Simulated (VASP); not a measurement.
Here is a VASP 6.6.1 calculation.

INCAR

```
SYSTEM = HfO2
ALGO     = Normal         ! electronic algorithm
EDIFF    = 1E-6           ! SCF threshold, eV
ENCUT    = 520            ! plane-wave cutoff, eV
GGA      = PS             ! functional
ISIF     = 2              ! what is computed and relaxed
ISMEAR   = 0              ! smearing method
LASPH    = .True.         ! aspherical terms in the spheres
LCHARG   = .False.        ! write CHGCAR
LREAL    = .False.        ! projectors in reciprocal space
LWAVE    = .False.        ! write WAVECAR
NBANDS   = 18             ! bands
NELM     = 80             ! most SCF steps
PREC     = Accurate       ! precision mode
SIGMA    = 0.05           ! smearing width, eV
```

KPOINTS

```
k-points
0
Gamma
  8 8 8
  0 0 0
```

File POSCAR:

```
HfO2
1.0
    0.0000000000      2.4876741990      2.4876741990
    2.4876741990      0.0000000000      2.4876741990
    2.4876741990      2.4876741990      0.0000000000
Hf O
1 2
Direct
    0.0000000000      0.0000000000      0.0000000000
    0.2500000000      0.2500000000      0.2500000000
    0.7500000000      0.7500000000      0.7500000000
```

Potentials or basis: VASP PAW PBE potentials, release 64 (Hf_pv, O).

Launch:

```console
$ cat potpaw_PBE.64/Hf_pv/POTCAR potpaw_PBE.64/O/POTCAR > POTCAR
$ mpirun -np 1 vasp_std > vasp.out
```

Problem. Predict the pressure.

Solution. 7.8 GPa.

Problem. Predict the band gap on the k mesh.

Solution. 3.82 eV, direct.

Caveat: the PAW data sets were made with another functional, which shifts forces and pressure a little; spin-orbit coupling is left out, which moves the levels of the heavy elements. A k mesh can miss the band edges.
